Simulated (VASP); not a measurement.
Crystal: BP.

```
CELL_PARAMETERS angstrom
0.00000 2.22295 2.28684
2.22295 0.00000 2.28684
2.22295 2.22295 0.00000
ATOMIC_POSITIONS crystal
B 0.00000 0.00000 0.00000
P 0.25000 0.25000 0.25000
```

This cell differs from its parent crystal: epitaxial xy strain -2.0%.

Program: VASP 6.6.1. Alike in all runs: task single point; potentials or basis VASP PAW PBE potentials, release 64 (B, P); no spin polarisation; cell as given; cutoff (eV) 520. Hardware: 1 thread of Intel(R) Xeon(R) Platinum 8488C (Sapphire Rapids), on a shared host.

Question: Order these runs on this cell by their wall time, lowest first.
A. level PBE; k mesh 10 × 10 × 10; smearing fermi-dirac 0.02 eV
B. level PBE; k mesh 6 × 6 × 6; smearing gaussian 0.01 eV
C. level r2SCAN; k mesh 10 × 10 × 10; smearing gaussian 0.01 eV

Answer: B (5.7 s), A (12 s), C (37 s).
